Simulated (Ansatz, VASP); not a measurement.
# Two plane-wave programs on CoH

Contents of POSCAR:

```
CoH
1.0
    0.0000000000      1.8429617100      1.8429617100
    1.8429617100      0.0000000000      1.8429617100
    1.8429617100      1.8429617100      0.0000000000
Co H
1 1
Direct
   -0.0625000000     -0.0625000000      0.0625000000
    0.5625000000      0.5625000000      0.4375000000
```

File INCAR.step1:

```
  ALGO = Normal
  EDIFF = 1E-4
  ENCUT = 520
  GGA = PE
  ISMEAR = -1
  ISPIN = 2
  LASPH = True
  LCHARG = False
  LMAXMIX = 4
  LREAL = False
  LWAVE = True
  MAGMOM = 2 0
  NBANDS = 16
  NELM = 150
  PREC = Accurate
  SIGMA = 0.05
```

Contents of INCAR.step2:

```
  ALGO = Normal
  EDIFF = 1E-6
  ENCUT = 520
  ISIF = 2
  ISMEAR = -1
  ISPIN = 2
  ISTART = 1
  LASPH = True
  LCHARG = True
  LELF = True
  LMAXMIX = 4
  LMIXTAU = True
  LORBIT = 11
  LREAL = False
  LVHAR = True
  LWAVE = False
  MAGMOM = 2 0
  METAGGA = R2SCAN
  NBANDS = 16
  NELM = 150
  PREC = Accurate
  SIGMA = 0.05
```

File KPOINTS:

```
k-points
0
Gamma
  13 13 13
```

Input for Ansatz:

```yaml
crystal:
  lattice:
    - [0.0, 1.84296171, 1.84296171]
    - [1.84296171, 0.0, 1.84296171]
    - [1.84296171, 1.84296171, 0.0]
  atoms:
    - { symbol: Co, position: [-0.0625, -0.0625, 0.0625], spin: 2.0 }
    - { symbol: H, position: [0.5625, 0.5625, 0.4375] }
magnetization:
  spin_polarized: true
kpoints:
  mp_grid: { grid: [13, 13, 13] }
scf:
  occupations: { method: fermi_dirac, width: 0.05 }
hamiltonian:
  xc: r2scan
  pseudopotentials: { kind: paw, source: ansatz }
output:
  forces: true
  stress: true
  eigenvalues: true
  write_density: true
  write_potential: true
  elf: true
  volumetric_format: npy
```

Change from the starting cell: shortest bond scaled by 0.75, PAW files, source ansatz.

Alike in both runs: task single point; functional r2SCAN; k mesh 13 × 13 × 13; occupations fermi-dirac, width 0.05 eV; collinear spin.

```csv
,VASP,Ansatz
version,VASP 6.6.1,Ansatz 0.2.0
potentials or method,"VASP PAW PBE potentials, release 64 (Co, H)","PAW with other files of Ansatz's library (source ansatz), scalar-relativistic"
plane-wave cutoff (eV),520,1000
valence electrons in the cell,10,18
```

VASP gave:

- pressure (GPa): 16.3
- traceless stress, the component that is largest in VASP (GPa): 34.53
- rms of the force components (eV/Å): 1.831
- net moment per atom (μB): 0.68
- size of the moment on the site where the two differ most (μB): 1.42

Question: Which values does Ansatz return?

Answer: Pressure (GPa): 15.6; traceless stress, the component that is largest in VASP (GPa): 33.05; rms of the force components (eV/Å): 1.767; net moment per atom (μB): 0.68; size of the moment on the site where the two differ most (μB): 1.17.

VASP's potentials were made for PBE, not for r2SCAN. Site moments also hang on the region over which each program counts them. Atom by atom the forces differ by 0.064 eV/Å (rms over components). VASP's potentials hold 10 valence electrons a cell and Ansatz's 18, so a difference there can come from the potentials and not from the codes. Ansatz's warnings: stability check not made.
